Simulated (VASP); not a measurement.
# Cr (Im-3m) in VASP: notebook

Cr is run at these levels: PBE; tasks: single point.

Everything below comes from runs of VASP 6.6.1. Logs are shortened: lines on timing, memory, paths and dates and some standing lists are left out, and cuts for length are marked.

**1. The cell of the first run**

It takes space group Im-3m (No. 229, cubic). The conventional cell has a = 2.848 Å, b = 2.848 Å, c = 2.848 Å, α = 90.00°, β = 90.00°, γ = 90.00°. Within 3.3 Å of Cr (site symmetry m-3m) lie 14 Cr at 2.47 to 2.85 Å.

**2. Single point, PBE, collinear spin, ferromagnetic start**

INCAR

```
SYSTEM = Cr
ALGO = Normal
EDIFF = 1E-6
ENCUT = 520
GGA = PE
ISIF = 2
ISMEAR = -1
ISPIN = 2
LASPH = .TRUE.
LCHARG = .TRUE.
LELF = .TRUE.
LMAXMIX = 4
LORBIT = 11
LREAL = .FALSE.
LVHAR = .TRUE.
LWAVE = .FALSE.
MAGMOM = 1.5
NBANDS = 16
NELM = 150
PREC = Accurate
SIGMA = 0.05
```

KPOINTS

```
k-points
0
G
  16 16 16
  0 0 0
```

POSCAR

```
Cr
1.0
   -1.4240148648      1.4240148648      1.4240148648
    1.4240148648     -1.4240148648      1.4240148648
    1.4240148648      1.4240148648     -1.4240148648
Cr
1
Direct
    0.0000000000      0.0000000000      0.0000000000
```

Potentials or basis: VASP PAW PBE potentials, release 64 (Cr_pv).

Command:

```sh
$ cat potpaw_PBE.64/Cr_pv/POTCAR > POTCAR
$ mpirun -np 1 vasp_std > vasp.out
```

OUTCAR:

```text
SYSTEM = Cr
   EDIFF = 1E-6
   ENCUT = 520
   GGA = PE
   ISIF = 2
   ISMEAR = -1
   ISPIN = 2
   LASPH = .TRUE.
   LORBIT = 11
   LREAL = .FALSE.
   NELM = 150
   PREC = Accurate

 ion  position               nearest neighbor table
   1  0.000  0.000  0.000-

  LATTYP: Found a body centered cubic cell.
 ALAT       =     2.8480297296

  Lattice vectors:

 A1 = (  -1.4240148648,   1.4240148648,   1.4240148648)
 A2 = (   1.4240148648,  -1.4240148648,   1.4240148648)
 A3 = (   1.4240148648,   1.4240148648,  -1.4240148648)

Analysis of symmetry for initial positions (statically):
=====================================================================
 Subroutine PRICEL returns:
 Original cell was already a primitive cell.

 Routine SETGRP: Setting up the symmetry group for a
 body centered cubic supercell.

 Subroutine GETGRP returns: Found 48 space group operations
 (whereof 48 operations were pure point group operations)
 out of a pool of 48 trial point group operations.

The static configuration has the point symmetry O_h .

Analysis of symmetry for dynamics (positions and initial velocities):
=====================================================================
 Subroutine PRICEL returns:
 Original cell was already a primitive cell.

 Routine SETGRP: Setting up the symmetry group for a
 body centered cubic supercell.

 Subroutine GETGRP returns: Found 48 space group operations
 (whereof 48 operations were pure point group operations)
 out of a pool of 48 trial point group operations.

The dynamic configuration has the point symmetry O_h .

Analysis of structural, dynamic, and magnetic symmetry:
=====================================================================
 Subroutine PRICEL returns:
 Original cell was already a primitive cell.

 Routine SETGRP: Setting up the symmetry group for a
 body centered cubic supercell.

 Subroutine GETGRP returns: Found 48 space group operations
 (whereof 48 operations were pure point group operations)
 out of a pool of 48 trial point group operations.

The overall configuration has the point symmetry O_h .

 Subroutine INISYM returns: Found 48 space group operations
 (whereof 48 operations are pure point group operations),
 and found     1 'primitive' translations

----------------------------------------------------------------------------------------

                                     Primitive cell

  volume of cell :      11.5506

  direct lattice vectors                    reciprocal lattice vectors
    -1.424014865  1.424014865  1.424014865     0.000000000  0.351119930  0.351119930
     1.424014865 -1.424014865  1.424014865     0.351119930  0.000000000  0.351119930
     1.424014865  1.424014865 -1.424014865     0.351119930  0.351119930  0.000000000

  length of vectors
     2.466466097  2.466466097  2.466466097     0.496558567  0.496558567  0.496558567

  position of ions in fractional coordinates (direct lattice)
     0.000000000  0.000000000  0.000000000

  ion indices of the primitive-cell ions
   primitive index   ion index
                 1           1

----------------------------------------------------------------------------------------

 KPOINTS: k-points

Automatic generation of k-mesh.
 Grid dimensions read from file:
 generate k-points for:   16   16   16

 Generating k-lattice:

  Cartesian coordinates                     Fractional coordinates (reciprocal lattice)
     0.000000000  0.021944996  0.021944996     0.062500000  0.000000000  0.000000000
     0.021944996  0.000000000  0.021944996     0.000000000  0.062500000  0.000000000
     0.021944996  0.021944996  0.000000000     0.000000000  0.000000000  0.062500000

  Length of vectors
     0.031034910  0.031034910  0.031034910

  Shift w.r.t. Gamma in fractional coordinates (k-lattice)
     0.000000000  0.000000000  0.000000000

 Subroutine IBZKPT returns following result:
 ===========================================

 Found    145 irreducible k-points:

 Following reciprocal coordinates:
            Coordinates               Weight
  0.000000  0.000000  0.000000      1.000000
  0.062500  0.000000  0.000000     12.000000
  0.125000  0.000000  0.000000     12.000000
  0.187500  0.000000  0.000000     12.000000
  0.250000  0.000000  0.000000     12.000000
  0.312500  0.000000  0.000000     12.000000
[... 16 lines left out ...]
  0.187500  0.187500  0.000000     24.000000
  0.250000  0.187500  0.000000     48.000000
 [... further k-points ...]
   k-points           NKPTS =    145   k-points in BZ     NKDIM =    145   number of bands    NBANDS=     16
   number of dos      NEDOS =    301   number of ions     NIONS =      1
   total plane-waves  NPLWV =   5832
   dimension x,y,z NGX =    18 NGY =   18 NGZ =   18
   dimension x,y,z NGXF=    36 NGYF=   36 NGZF=   36
   ions per type =               1
   NGX,Y,Z   is equivalent  to a cutoff of  12.13, 12.13, 12.13 a.u.
   NGXF,Y,Z  is equivalent  to a cutoff of  24.26, 24.26, 24.26 a.u.
 SYSTEM =  Cr
   PREC   = accura    normal or accurate (medium, high low for compatibility)
   ISTART =      0    job   : 0-new  1-cont  2-samecut
   ICHARG =      2    charge: 1-file 2-atom 10-const
   ISPIN  =      2    spin polarized calculation?
   LNONCOLLINEAR =      F non collinear calculations
   LSORBIT =      F    spin-orbit coupling
   LASPH  =      T    aspherical Exc in radial PAW
   ENCUT  =  520.0 eV  38.22 Ry    6.18 a.u.   4.59  4.59  4.59*2*pi/ulx,y,z
   NELM   =    150;   NELMIN=  2; NELMDL= -5     # of ELM steps
   EDIFF  = 0.1E-05   stopping-criterion for ELM
   LREAL  =      F    real-space projection
   EDIFFG = 0.1E-04   stopping-criterion for IOM
   NSW    =      0    number of steps for IOM
   IBRION =     -1    ionic relax: 0-MD 1-quasi-New 2-CG
   NFREE  =      0    steps in history (QN), initial steepest desc. (CG)
   ISIF   =      2    stress and relaxation
   ISYM   =      2    0-nonsym 1-usesym 2-fastsym
   POTIM  = 0.5000    time-step for ionic-motion
   TEBEG  =    0.0;   TEEND  =   0.0 temperature during run
   PSTRESS=    0.0 pullay stress
   NELECT =      12.0000    total number of electrons
   NUPDOWN=      -1.0000    fix difference up-down
   EMIN   =  10.00;   EMAX   =-10.00  energy-range for DOS
   EFERMI =   0.00;   METHOD = LEGACY
   ISMEAR =    -1;   SIGMA  =   0.05  broadening in eV -4-tet -1-fermi 0-gaus
   EFERMI_NEDOS =   21; number of points for ismear=-14 and -15
   IALGO  =     38    algorithm
   IMIX   =      4    mixing-type and parameters
     AMIX     =   0.40;   BMIX     =  1.00
     AMIX_MAG =   1.60;   BMIX_MAG =  1.00
  volume/ion in A,a.u.               =      11.55        77.95
  Fermi-wavevector in a.u.,A,eV,Ry     =   1.658062  3.133283 37.404716  2.749169
  Thomas-Fermi vector in A             =   2.745707
   LORBIT       =     11    0 simple, 1 ext, 2 COOP (PROOUT), +10 PAW based schemes
   GGA     = PE    functional components
   LHFCALC =     F    Hartree Fock is set to
   AEXX    =    0.0000 exact exchange contribution
   IVDW    =     0    specifies the selected vdW correction
   LEPSILON=     F    determine dielectric tensor
   LRPA    =     F    only Hartree local field effects (RPA)
 spin polarized calculation
  energy-cutoff  :      520.00
  volume of cell :       11.55
 maximum number of plane-waves:       325
   NGX =  9   NGY =  9   NGZ =  9

 number of electron      11.9999994 magnetization       0.0005468

 number of electron      11.9999994 magnetization      -0.0000827

 Free energy of the ion-electron system (eV)
  ---------------------------------------------------
  ext. energy  EPLUGINS =         0.00000000
  ---------------------------------------------------
  free energy    TOTEN  =        -9.52044300 eV

  energy without entropy =       -9.51486611  energy(sigma->0) =       -9.51765455

 E-fermi :  10.9335     XC(G=0): -13.6748

 val. band max:       10.9307140481   @ k =  -0.2500   0.3125   0.1250
 cond. band min:      10.9347261552   @ k =  -0.1875   0.1875   0.1250
 fundamental gap:      0.0040121072
 Fermi energy:        10.9334967645

 spin component 1

 k-point     1 :       0.0000    0.0000    0.0000
  band No.  band energies     occupation
      1     -31.7607      1.00000
      2     -31.7607      1.00000
      3     -31.7607      1.00000
      4       3.1157      1.00000
      5      10.0566      1.00000
      6      10.0566      1.00000
[... 8 lines left out ...]
     15      40.7693      0.00000
     16      45.3300      0.00000

 k-point     2 :       0.0625    0.0000    0.0000
  band No.  band energies     occupation
      1     -31.7971      1.00000
      2     -31.7718      1.00000
      3     -31.7609      1.00000
      4       3.2873      1.00000
      5       9.9902      1.00000
      6      10.0455      1.00000
[... 8 lines left out ...]
     15      41.1455      0.00000
     16      43.4940      0.00000

 k-point     3 :       0.1250    0.0000    0.0000
  band No.  band energies     occupation
      1     -31.9002      1.00000
      2     -31.8035      1.00000
      3     -31.7615      1.00000
      4       3.7837      1.00000
      5       9.8050      1.00000
      6       9.9896      1.00000
[... 8 lines left out ...]
     15      41.2208      0.00000
     16      41.2668      0.00000
[... 362 lines left out ...]
 k-point    23 :       0.1875    0.1875    0.0000
  band No.  band energies     occupation
      1     -32.3831      1.00000
      2     -31.9751      1.00000
      3     -31.8255      1.00000
      4       6.6199      1.00000
      5       8.9724      1.00000
      6       9.2453      1.00000
[... 8 lines left out ...]
     15      40.2750      0.00000
     16      43.9823      0.00000

 k-point    24 :       0.2500    0.1875    0.0000
  band No.  band energies     occupation
      1     -32.4752      1.00000
      2     -32.0505      1.00000
      3     -31.8373      1.00000
      4       7.1922      1.00000
      5       8.7468      1.00000
      6       9.3339      1.00000
[... 8 lines left out ...]
     15      40.4553      0.00000
     16      44.7729      0.00000

 [... further k-points ...]

 spin component 2

 k-point     1 :       0.0000    0.0000    0.0000
  band No.  band energies     occupation
      1     -31.7606      1.00000
      2     -31.7606      1.00000
      3     -31.7606      1.00000
      4       3.1156      1.00000
      5      10.0565      1.00000
      6      10.0565      1.00000
[... 8 lines left out ...]
     15      40.7691      0.00000
     16      45.3302      0.00000

 k-point     2 :       0.0625    0.0000    0.0000
  band No.  band energies     occupation
      1     -31.7971      1.00000
      2     -31.7718      1.00000
      3     -31.7608      1.00000
      4       3.2873      1.00000
      5       9.9901      1.00000
      6      10.0455      1.00000
[... 8 lines left out ...]
     15      41.1453      0.00000
     16      43.4940      0.00000

 k-point     3 :       0.1250    0.0000    0.0000
  band No.  band energies     occupation
      1     -31.9001      1.00000
      2     -31.8035      1.00000
      3     -31.7615      1.00000
      4       3.7837      1.00000
      5       9.8050      1.00000
      6       9.9896      1.00000
[... 8 lines left out ...]
     15      41.2208      0.00000
     16      41.2667      0.00000
[... 362 lines left out ...]
 k-point    23 :       0.1875    0.1875    0.0000
  band No.  band energies     occupation
      1     -32.3830      1.00000
      2     -31.9751      1.00000
      3     -31.8255      1.00000
      4       6.6199      1.00000
      5       8.9723      1.00000
      6       9.2453      1.00000
[... 8 lines left out ...]
     15      40.2750      0.00000
     16      43.9823      0.00000

 k-point    24 :       0.2500    0.1875    0.0000
  band No.  band energies     occupation
      1     -32.4752      1.00000
      2     -32.0504      1.00000
      3     -31.8373      1.00000
      4       7.1921      1.00000
      5       8.7467      1.00000
      6       9.3338      1.00000
[... 8 lines left out ...]
     15      40.4553      0.00000
     16      44.7729      0.00000

 [... further k-points ...]

------------------------ aborting loop because EDIFF is reached ----------------------------------------

  FORCE on cell =-STRESS in cart. coord.  units (eV):
  Direction    XX          YY          ZZ          XY          YZ          ZX
  --------------------------------------------------------------------------------------
  -------------------------------------------------------------------------------------
  Total       -0.0320338     -0.0320338     -0.0320338      0.0000000      0.0000000      0.0000000
  in kB       -4.4434004     -4.4434004     -4.4434004      0.0000000      0.0000000      0.0000000
  external PRESSURE =      -4.4434004 kB  Pullay stress =       0.0000000 kB

 VOLUME and BASIS-vectors are now :
 -----------------------------------------------------------------------------
  energy-cutoff  :      520.00
  volume of cell :       11.55
      direct lattice vectors                 reciprocal lattice vectors
    -1.424014865  1.424014865  1.424014865     0.000000000  0.351119930  0.351119930
     1.424014865 -1.424014865  1.424014865     0.351119930  0.000000000  0.351119930
     1.424014865  1.424014865 -1.424014865     0.351119930  0.351119930  0.000000000

 POSITION                                       TOTAL-FORCE (eV/Angst)
 -----------------------------------------------------------------------------------
      0.00000      0.00000      0.00000         0.000000      0.000000     -0.000000
 -----------------------------------------------------------------------------------
    total drift:                               -0.000000      0.000000      0.000000

  FREE ENERGIE OF THE ION-ELECTRON SYSTEM (eV)
  ---------------------------------------------------
  free  energy   TOTEN  =        -9.5204429957 eV

  energy  without entropy=       -9.5148661137  energy(sigma->0) =       -9.51765455

 total charge

# of ion       s       p       d       tot
------------------------------------------
    1        0.441   6.407   4.210  11.058

 magnetization (x)

# of ion       s       p       d       tot
------------------------------------------
    1        0.000  -0.000  -0.000  -0.000
```

Run time: 26 s. Hardware: 1 thread of Intel Xeon Platinum 8488C (Sapphire Rapids), shared host; peak memory 0.15 GiB.

What came out:

```
Free energy                                           : -9.5204 eV
Pressure                                              : -0.4 GPa
Band gap on the k mesh                                : zero (filled and empty bands overlap)
Net moment                                            : 0.00 μB per cell
Valence electrons inside the program's atomic spheres : Cr 11.06
```

**3. Single point, PBE, collinear spin, ferromagnetic start**

INCAR

```
SYSTEM = Cr
ALGO     = Normal         ! electronic algorithm
EDIFF    = 1E-6           ! SCF threshold, eV
ENCUT    = 520            ! plane-wave cutoff, eV
GGA      = PE             ! functional
ISIF     = 2              ! what is computed and relaxed
ISMEAR   = -1             ! smearing method
ISPIN    = 2              ! spin polarisation
LASPH    = .True.         ! aspherical terms in the spheres
LCHARG   = .False.        ! write CHGCAR
LMAXMIX  = 4              ! l up to which the mixer works
LORBIT   = 11             ! projections on sites
LREAL    = .False.        ! projectors in reciprocal space
LWAVE    = .False.        ! write WAVECAR
MAGMOM   = 1.5            ! initial moments
NBANDS   = 16             ! bands
NELM     = 150            ! most SCF steps
PREC     = Accurate       ! precision mode
SIGMA    = 0.05           ! smearing width, eV
```

KPOINTS

```
k-points
0
Gamma
  22 22 22
  0 0 0
```

POSCAR is that of step 2.

Potentials or basis: VASP PAW PBE potentials, release 64 (Cr_pv).

Command:

```sh
$ cat potpaw_PBE.64/Cr_pv/POTCAR > POTCAR
$ mpirun -np 1 vasp_std > vasp.out
```

It took 55 s on 1 thread of Intel Xeon Platinum 8488C (Sapphire Rapids), shared host; peak memory 0.19 GiB.

Results (log left out):

```
Free energy                                           : -9.5176 eV
Pressure                                              : -0.4 GPa
Band gap on the k mesh                                : zero (filled and empty bands overlap)
Net moment                                            : 0.00 μB per cell
Valence electrons inside the program's atomic spheres : Cr 11.06
```

Levels at points of the mesh, in eV from the Fermi level:
Spin up:
| k point | band 4 | band 5 | band 6 | band 7 | band 8 | band 9 |
| --- | --- | --- | --- | --- | --- | --- |
| (0.00, 0.00, 0.00) | -7.86 | -0.92 | -0.92 | -0.92 | 1.14 | 1.14 |
| (0.50, 0.00, 0.00) | -4.43 | -2.46 | 1.11 | 1.14 | 1.48 | 2.83 |
| (0.50, 0.50, 0.50) | -4.32 | -4.32 | 2.44 | 2.44 | 2.44 | 7.10 |
Spin down:
| k point | band 4 | band 5 | band 6 | band 7 | band 8 | band 9 |
| --- | --- | --- | --- | --- | --- | --- |
| (0.00, 0.00, 0.00) | -7.86 | -0.92 | -0.92 | -0.92 | 1.14 | 1.14 |
| (0.50, 0.00, 0.00) | -4.43 | -2.46 | 1.11 | 1.14 | 1.48 | 2.83 |
| (0.50, 0.50, 0.50) | -4.32 | -4.32 | 2.44 | 2.44 | 2.44 | 7.10 |

[end of part 1 of 2]
